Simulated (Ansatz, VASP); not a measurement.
## Co: VASP beside Ansatz

```
Co
1.0
     2.51902    0.00000    0.00000
    -1.25951    2.18153    0.00000
     0.00000    0.00000    8.24687
Co
4
Direct
  0.66667 0.33333 0.75000
  0.00000 0.00000 0.50000
  0.33333 0.66667 0.25000
  0.00000 0.00000 0.00000
```

Alike in both runs: task single point; functional b88 exchange, pbe correlation; k mesh 12 × 12 × 4; occupations fermi-dirac, width 0.05 eV; collinear spin.

|  | VASP | Ansatz |
| --- | --- | --- |
| version | VASP 6.6.1 | Ansatz 0.2.0 |
| potentials or method | VASP PAW PBE potentials, release 64 (Co) | Ansatz PAW |
| plane-wave cutoff (eV) | 600 | 420 |
| valence electrons in the cell | 36 | 68 |

|  | VASP | Ansatz | Ansatz less VASP |
| --- | --- | --- | --- |
| gap on the k mesh at the Fermi level (eV) | none | none | - |
| pressure (GPa) | -8.2 | -7.5 | +0.68 |
| traceless stress, the component that is largest in VASP (GPa) | -2.02 | -2.02 | -0.001 |
| net moment per atom (μB) | 1.68 | 1.69 | +0.009 |
| size of the moment on the site where the two differ most (μB) | 1.72 | 1.77 | +0.057 |

VASP's potentials were made for PBE, not for b88 exchange, pbe correlation. Site moments also hang on the region over which each program counts them. A gap of «none» marks a metal or a gap that the smearing closes. VASP's potentials hold 36 valence electrons a cell and Ansatz's 68, so a difference there can come from the potentials and not from the codes.
